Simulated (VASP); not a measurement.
A run of VASP 6.6.1:

INCAR

```
PREC = Accurate
ENCUT = 520
EDIFF = 1E-7
ISMEAR = 0
SIGMA = 0.1
LREAL = False
LASPH = True
NELM = 60
ALGO = Normal
ISIF = 2
LWAVE = False
LCHARG = True
GGA = PS
LELF = True
LVHAR = True
NBANDS = 28
```

Contents of KPOINTS:

```
Automatic mesh
0
Gamma
  10 10 8
```

The input POSCAR:

```
SnO
1.0
    3.8899402600      0.0000000000      0.0000000000
    0.0000000000      3.8740859200      0.0000000000
    0.0000000000      0.0000000000      5.0103378000
Sn O
2 2
Direct
   -0.0581726251      0.5000000000      0.2272301058
    0.4418273749      0.0000000000      0.7727698942
    0.0581726251      0.0000000000      0.0321646302
    0.5581726251      0.5000000000     -0.0321646302
```

Potentials or basis: VASP PAW PBE potentials, release 64 (Sn_d, O).

Launch:

```sh
$ cat potpaw_PBE.64/Sn_d/POTCAR potpaw_PBE.64/O/POTCAR > POTCAR
$ mpirun -np 1 vasp_std > vasp.out
```

Hardware: 1 thread of Intel(R) Xeon(R) Platinum 8488C (Sapphire Rapids), on a shared host.

Problem. Estimate the wall time of this run.

Solution. Run time: 4.5 min on 1 thread of Intel(R) Xeon(R) Platinum 8488C (Sapphire Rapids) (shared host), peak memory 0.41 GiB. Counts: scf iterations 15, k points 180.
